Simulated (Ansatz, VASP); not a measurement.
One calculation of Au, two programs

Contents of INCAR:

```
SYSTEM = Au
ALGO = Fast ; EDIFF = 1E-6
ENCUT = 520 ; GGA = PS
ISIF = 2 ; ISMEAR = 0
LASPH = .True. ; LCHARG = .False.
LREAL = .False. ; LWAVE = .False.
NBANDS = 42 ; NELM = 60
PREC = Accurate ; SIGMA = 0.15
```

The input KPOINTS:

```
k-points
0
Gamma
  18 18 4
  0 0 0
```

The input POSCAR:

```
Au
1.0
    2.0455000000     -2.0455000000      0.0000000000
    2.0455000000      0.0000000000     -2.0455000000
   11.5910303000      6.4774848500      6.4774848500
Au
6
Direct
    0.5972388883      0.5972388883      0.0833166667
   -0.7638444450     -0.7638444450      0.9166500000
    0.1250222217      0.1250222217      0.2499833333
    0.1805888883      0.1805888883      0.5833166667
   -0.3471944450     -0.3471944450      0.4166500000
   -0.2916277783     -0.2916277783      0.7499833333
```

Input for Ansatz:

```yaml
crystal:
  lattice:
    - [2.0455, -2.0455, 0.0]
    - [2.0455, 0.0, -2.0455]
    - [11.5910303, 6.47748485, 6.47748485]
  atoms:
    - { symbol: Au, position: [0.5972388883, 0.5972388883, 0.0833166667] }
    - { symbol: Au, position: [-0.763844445, -0.763844445, 0.91665] }
    - { symbol: Au, position: [0.1250222217, 0.1250222217, 0.2499833333] }
    - { symbol: Au, position: [0.1805888883, 0.1805888883, 0.5833166667] }
    - { symbol: Au, position: [-0.347194445, -0.347194445, 0.41665] }
    - { symbol: Au, position: [-0.2916277783, -0.2916277783, 0.7499833333] }
basis:
  ecutwfc: 420
kpoints:
  mp_grid: { grid: [18, 18, 4] }
hamiltonian:
  xc: pbesol
scf:
  occupations: { method: gaussian, width: 0.15 }
output:
  forces: true
  stress: true
  eigenvalues: true
```

Alike in both runs: task single point; functional PBEsol; k mesh 18 × 18 × 4; occupations gaussian, width 0.15 eV; no spin polarisation.

```csv
,VASP,Ansatz
version,VASP 6.6.1,Ansatz 0.2.0
potentials or method,"VASP PAW PBE potentials, release 64 (Au), cutoff 520 eV","scalar-relativistic, plane waves, PAW"
valence electrons in the cell,66,114
```

```tsv
	VASP	Ansatz	Ansatz less VASP
gap on the k mesh at the Fermi level (eV)	none	none	-
pressure (GPa)	-0.8	-0.6	+0.27
traceless stress, the component that is largest in VASP (GPa)	-0.48	-0.48	-0.004
rms of the force components (eV/Å)	0.106	0.107	+0.0002
```

VASP's potentials were made for PBE, not for PBEsol. Atom by atom the forces differ by 0.000 eV/Å (rms over components). A gap of «none» marks a metal or a gap that the smearing closes. VASP's potentials hold 66 valence electrons a cell and Ansatz's 114, so a difference there can come from the potentials and not from the codes.

Neither program's run includes spin-orbit coupling.
